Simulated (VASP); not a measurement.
# MgB (Pm-3m) in VASP: a series of runs

The runs below take MgB through single point, with PBE.

All numbers are computed with VASP 6.6.1; they aren't measurements. Logs are shortened: lines on timing, memory, paths and dates and some standing lists are left out, and cuts for length are marked.

### Step 1. The cell of the first run

The structure is cubic, space group Pm-3m (No. 221). Conventional cell: a = 2.895 Å, b = 2.895 Å, c = 2.895 Å, α = 90.00°, β = 90.00°, γ = 90.00°. Mg (site symmetry m-3m) has 8 B at 2.51 Å and 6 Mg at 2.90 Å within 3.3 Å. B (site symmetry m-3m) has 8 Mg at 2.51 Å and 6 B at 2.90 Å within 3.3 Å.

### Step 2. Single point, PBE

Input file INCAR:

```
ALGO     = Normal         # electronic algorithm
EDIFF    = 1E-7           # SCF threshold, eV
ENCUT    = 520            # plane-wave cutoff, eV
GGA      = PE             # functional
ISIF     = 2              # what is computed and relaxed
ISMEAR   = -1             # smearing method
LASPH    = T              # aspherical terms in the spheres
LCHARG   = T              # write CHGCAR
LELF     = T              # ELF
LREAL    = F              # projectors in reciprocal space
LVHAR    = T            
LWAVE    = F              # write WAVECAR
NBANDS   = 10             # bands
NELM     = 100            # most SCF steps
PREC     = Accurate       # precision mode
SIGMA    = 0.05           # smearing width, eV
```

Input file KPOINTS:

```
k-points
0
Gamma
  9 9 9
```

Input file POSCAR:

```
MgB
1.0
    2.8951500000      0.0000000000      0.0000000000
    0.0000000000      2.8951500000      0.0000000000
    0.0000000000      0.0000000000      2.8951500000
Mg B
1 1
Direct
    0.0000000000      0.0000000000      0.0000000000
    0.5000000000      0.5000000000      0.5000000000
```

Potentials or basis: VASP PAW PBE potentials, release 64 (Mg, B).

The run is started by

```sh
$ cat potpaw_PBE.64/Mg/POTCAR potpaw_PBE.64/B/POTCAR > POTCAR
$ mpirun -np 1 vasp_std > vasp.out
```

OUTCAR:

```text
EDIFF = 1E-7
   ENCUT = 520
   GGA = PE
   ISIF = 2
   ISMEAR = -1
   LASPH = T
   LREAL = F
   NELM = 100
   PREC = Accurate

 ion  position               nearest neighbor table
   1  0.000  0.000  0.000-   2 2.51   2 2.51   2 2.51   2 2.51   2 2.51   2 2.51   2 2.51   2 2.51

   2  0.500  0.500  0.500-   1 2.51   1 2.51   1 2.51   1 2.51   1 2.51   1 2.51   1 2.51   1 2.51

  LATTYP: Found a simple cubic cell.
 ALAT       =     2.8951500000

  Lattice vectors:

 A1 = (   2.8951500000,   0.0000000000,   0.0000000000)
 A2 = (   0.0000000000,   2.8951500000,   0.0000000000)
 A3 = (   0.0000000000,   0.0000000000,   2.8951500000)

Analysis of symmetry for initial positions (statically):
=====================================================================
 Subroutine PRICEL returns:
 Original cell was already a primitive cell.

 Routine SETGRP: Setting up the symmetry group for a
 simple cubic supercell.

 Subroutine GETGRP returns: Found 48 space group operations
 (whereof 48 operations were pure point group operations)
 out of a pool of 48 trial point group operations.

The static configuration has the point symmetry O_h .

Analysis of symmetry for dynamics (positions and initial velocities):
=====================================================================
 Subroutine PRICEL returns:
 Original cell was already a primitive cell.

 Routine SETGRP: Setting up the symmetry group for a
 simple cubic supercell.

 Subroutine GETGRP returns: Found 48 space group operations
 (whereof 48 operations were pure point group operations)
 out of a pool of 48 trial point group operations.

The dynamic configuration has the point symmetry O_h .

 Subroutine INISYM returns: Found 48 space group operations
 (whereof 48 operations are pure point group operations),
 and found     1 'primitive' translations

----------------------------------------------------------------------------------------

                                     Primitive cell

  volume of cell :      24.2668

  direct lattice vectors                    reciprocal lattice vectors
     2.895150000  0.000000000  0.000000000     0.345405247  0.000000000  0.000000000
     0.000000000  2.895150000  0.000000000     0.000000000  0.345405247  0.000000000
     0.000000000  0.000000000  2.895150000     0.000000000  0.000000000  0.345405247

  length of vectors
     2.895150000  2.895150000  2.895150000     0.345405247  0.345405247  0.345405247

  position of ions in fractional coordinates (direct lattice)
     0.000000000  0.000000000  0.000000000
     0.500000000  0.500000000  0.500000000

  ion indices of the primitive-cell ions
   primitive index   ion index
                 1           1
                 2           2

----------------------------------------------------------------------------------------

 KPOINTS: k-points

Automatic generation of k-mesh.
 Grid dimensions read from file:
 generate k-points for:    9    9    9

 Generating k-lattice:

  Cartesian coordinates                     Fractional coordinates (reciprocal lattice)
     0.038378361  0.000000000  0.000000000     0.111111111  0.000000000  0.000000000
     0.000000000  0.038378361  0.000000000     0.000000000  0.111111111  0.000000000
     0.000000000  0.000000000  0.038378361     0.000000000  0.000000000  0.111111111

  Length of vectors
     0.038378361  0.038378361  0.038378361

  Shift w.r.t. Gamma in fractional coordinates (k-lattice)
     0.000000000  0.000000000  0.000000000

 Subroutine IBZKPT returns following result:
 ===========================================

 Found     35 irreducible k-points:

 Following reciprocal coordinates:
            Coordinates               Weight
  0.000000  0.000000  0.000000      1.000000
  0.111111  0.000000  0.000000      6.000000
  0.222222  0.000000  0.000000      6.000000
  0.333333  0.000000  0.000000      6.000000
  0.444444  0.000000  0.000000      6.000000
  0.111111  0.111111  0.000000     12.000000
[... 16 lines left out ...]
  0.333333  0.333333  0.111111     24.000000
  0.444444  0.333333  0.111111     48.000000
 [... further k-points ...]
   k-points           NKPTS =     35   k-points in BZ     NKDIM =     35   number of bands    NBANDS=     10
   number of dos      NEDOS =    301   number of ions     NIONS =      2
   total plane-waves  NPLWV =  13824
   dimension x,y,z NGX =    24 NGY =   24 NGZ =   24
   dimension x,y,z NGXF=    48 NGYF=   48 NGZF=   48
   ions per type =               1   1
   NGX,Y,Z   is equivalent  to a cutoff of  13.78, 13.78, 13.78 a.u.
   NGXF,Y,Z  is equivalent  to a cutoff of  27.56, 27.56, 27.56 a.u.
 SYSTEM =  unknown system
   PREC   = accura    normal or accurate (medium, high low for compatibility)
   ISTART =      0    job   : 0-new  1-cont  2-samecut
   ICHARG =      2    charge: 1-file 2-atom 10-const
   ISPIN  =      1    spin polarized calculation?
   LNONCOLLINEAR =      F non collinear calculations
   LSORBIT =      F    spin-orbit coupling
   LASPH  =      T    aspherical Exc in radial PAW
   ENCUT  =  520.0 eV  38.22 Ry    6.18 a.u.   5.38  5.38  5.38*2*pi/ulx,y,z
   NELM   =    100;   NELMIN=  2; NELMDL= -5     # of ELM steps
   EDIFF  = 0.1E-06   stopping-criterion for ELM
   LREAL  =      F    real-space projection
   EDIFFG = 0.1E-05   stopping-criterion for IOM
   NSW    =      0    number of steps for IOM
   IBRION =     -1    ionic relax: 0-MD 1-quasi-New 2-CG
   NFREE  =      0    steps in history (QN), initial steepest desc. (CG)
   ISIF   =      2    stress and relaxation
   ISYM   =      2    0-nonsym 1-usesym 2-fastsym
   POTIM  = 0.5000    time-step for ionic-motion
   TEBEG  =    0.0;   TEEND  =   0.0 temperature during run
   PSTRESS=    0.0 pullay stress
   NELECT =       5.0000    total number of electrons
   NUPDOWN=      -1.0000    fix difference up-down
   EMIN   =  10.00;   EMAX   =-10.00  energy-range for DOS
   EFERMI =   0.00;   METHOD = LEGACY
   ISMEAR =    -1;   SIGMA  =   0.05  broadening in eV -4-tet -1-fermi 0-gaus
   EFERMI_NEDOS =   21; number of points for ismear=-14 and -15
   IALGO  =     38    algorithm
   IMIX   =      4    mixing-type and parameters
     AMIX     =   0.40;   BMIX     =  1.00
     AMIX_MAG =   1.60;   BMIX_MAG =  1.00
  volume/ion in A,a.u.               =      12.13        81.88
  Fermi-wavevector in a.u.,A,eV,Ry     =   0.966927  1.827227 12.720742  0.934948
  Thomas-Fermi vector in A             =   2.096770
   LORBIT       =      0    0 simple, 1 ext, 2 COOP (PROOUT), +10 PAW based schemes
   GGA     = PE    functional components
   LHFCALC =     F    Hartree Fock is set to
   AEXX    =    0.0000 exact exchange contribution
   IVDW    =     0    specifies the selected vdW correction
   LEPSILON=     F    determine dielectric tensor
   LRPA    =     F    only Hartree local field effects (RPA)
 non-spin polarized calculation
  energy-cutoff  :      520.00
  volume of cell :       24.27
 maximum number of plane-waves:       667
 NGX is ok and might be reduce to    24
   NGX = 11   NGY = 11   NGZ = 11

 number of electron       5.0000000 magnetization

 Free energy of the ion-electron system (eV)
  ---------------------------------------------------
  ext. energy  EPLUGINS =         0.00000000
  ---------------------------------------------------
  free energy    TOTEN  =        -6.62293156 eV

  energy without entropy =       -6.61617765  energy(sigma->0) =       -6.61955460

 E-fermi :   4.7378     XC(G=0): -10.3589

 val. band max:        4.7313418961   @ k =   0.3333   0.3333   0.3333
 cond. band min:       4.8022856837   @ k =   0.3333   0.2222   0.1111
 fundamental gap:      0.0709437876
 Fermi energy:         4.7377862857

 k-point     1 :       0.0000    0.0000    0.0000
  band No.  band energies     occupation
      1      -6.1544      2.00000
      2       7.1147      0.00000
      3       7.1147      0.00000
      4       7.1147      0.00000
      5      11.6329      0.00000
      6      11.6329      0.00000
      7      13.5677      0.00000
      8      22.7876      0.00000
      9      22.7876      0.00000
     10      22.7876      0.00000

 k-point     2 :       0.1111    0.0000    0.0000
  band No.  band energies     occupation
      1      -5.9596      2.00000
      2       5.6857      0.00000
      3       7.2254      0.00000
      4       7.2254      0.00000
      5      11.8511      0.00000
      6      12.7271      0.00000
      7      14.1348      0.00000
      8      21.8415      0.00000
      9      21.8415      0.00000
     10      22.5199      0.00000

 k-point     3 :       0.2222    0.0000    0.0000
  band No.  band energies     occupation
      1      -5.3823      2.00000
      2       3.3109      2.00000
      3       7.5290      0.00000
      4       7.5290      0.00000
      5      12.5043      0.00000
      6      13.5900      0.00000
      7      15.9494      0.00000
      8      19.9613      0.00000
      9      19.9613      0.00000
     10      22.4434      0.00000

 k-point     4 :       0.3333    0.0000    0.0000
  band No.  band energies     occupation
      1      -4.4531      2.00000
      2       1.0508      2.00000
      3       7.9257      0.00000
      4       7.9257      0.00000
      5      13.5829      0.00000
      6      14.3054      0.00000
      7      16.7669      0.00000
      8      18.2732      0.00000
      9      18.2732      0.00000
     10      19.6629      0.00000

 k-point     5 :       0.4444    0.0000    0.0000
  band No.  band energies     occupation
      1      -3.3362      2.00000
      2      -0.7524      2.00000
      3       8.2257      0.00000
      4       8.2257      0.00000
      5      15.0104      0.00000
      6      15.0332      0.00000
      7      16.3939      0.00000
      8      17.2870      0.00000
      9      17.2870      0.00000
     10      17.3590      0.00000

 k-point     6 :       0.1111    0.1111    0.0000
  band No.  band energies     occupation
      1      -5.7658      2.00000
      2       5.6377      0.00000
      3       6.0301      0.00000
      4       7.3375      0.00000
      5      12.4554      0.00000
      6      13.6145      0.00000
      7      14.3521      0.00000
      8      20.5071      0.00000
      9      21.5068      0.00000
     10      22.7178      0.00000
[... 183 lines left out ...]
 k-point    21 :       0.3333    0.2222    0.1111
  band No.  band energies     occupation
      1      -3.5347      2.00000
      2       1.8697      2.00000
      3       4.8023      0.43171
      4       7.3572      0.00000
      5      11.9794      0.00000
      6      14.5234      0.00000
      7      15.9797      0.00000
      8      18.9048      0.00000
      9      20.2872      0.00000
     10      21.2520      0.00000

 k-point    22 :       0.4444    0.2222    0.1111
  band No.  band energies     occupation
      1      -2.4630      2.00000
      2       0.1470      2.00000
      3       5.3783      0.00001
      4       7.7882      0.00000
      5      10.7750      0.00000
      6      13.9904      0.00000
      7      16.1627      0.00000
      8      19.5175      0.00000
      9      20.4329      0.00000
     10      21.4296      0.00000

 k-point    23 :       0.3333    0.3333    0.1111
  band No.  band energies     occupation
      1      -2.6571      2.00000
      2       2.3165      2.00000
      3       2.9913      2.00000
      4       7.8788      0.00000
      5       9.8757      0.00000
      6      14.9065      0.00000
      7      15.6500      0.00000
      8      19.0809      0.00000
      9      21.2123      0.00000
     10      21.4038      0.00000

 k-point    24 :       0.4444    0.3333    0.1111
  band No.  band energies     occupation
      1      -1.6207      2.00000
      2       0.9311      2.00000
      3       3.3775      2.00000
      4       8.3063      0.00000
      5       8.4729      0.00000
      6      14.5828      0.00000
      7      15.7250      0.00000
      8      19.6215      0.00000
      9      20.8243      0.00000
     10      21.7688      0.00000

 [... further k-points ...]

------------------------ aborting loop because EDIFF is reached ----------------------------------------

  FORCE on cell =-STRESS in cart. coord.  units (eV):
  Direction    XX          YY          ZZ          XY          YZ          ZX
  --------------------------------------------------------------------------------------
  -------------------------------------------------------------------------------------
  Total       -0.0112813     -0.0112813     -0.0112813      0.0000000      0.0000000     -0.0000000
  in kB       -0.7448276     -0.7448276     -0.7448276      0.0000000      0.0000000     -0.0000000
  external PRESSURE =      -0.7448276 kB  Pullay stress =       0.0000000 kB

 VOLUME and BASIS-vectors are now :
 -----------------------------------------------------------------------------
  energy-cutoff  :      520.00
  volume of cell :       24.27
      direct lattice vectors                 reciprocal lattice vectors
     2.895150000  0.000000000  0.000000000     0.345405247  0.000000000  0.000000000
     0.000000000  2.895150000  0.000000000     0.000000000  0.345405247  0.000000000
     0.000000000  0.000000000  2.895150000     0.000000000  0.000000000  0.345405247

 POSITION                                       TOTAL-FORCE (eV/Angst)
 -----------------------------------------------------------------------------------
      0.00000      0.00000      0.00000         0.000000      0.000000      0.000000
      1.44758      1.44758      1.44758         0.000000      0.000000      0.000000
 -----------------------------------------------------------------------------------
    total drift:                                0.000000     -0.000000     -0.000000

  FREE ENERGIE OF THE ION-ELECTRON SYSTEM (eV)
  ---------------------------------------------------
  free  energy   TOTEN  =        -6.6229315613 eV

  energy  without entropy=       -6.6161776465  energy(sigma->0) =       -6.61955460
```

Wall time 8 s (1 thread of AMD EPYC 7R43 (Zen 3), shared host); peak memory 0.1 GiB.

Results:

```yaml
Free_energy: -6.6229 eV
Pressure: -0.1 GPa
```

Levels at points of the mesh, in eV from the Fermi level:
```tsv
k point	band 1	band 2	band 3	band 4	band 5
(0.00, 0.00, 0.00)	-10.89	2.38	2.38	2.38	6.90
```

(Part 1 of 2 ends here.)
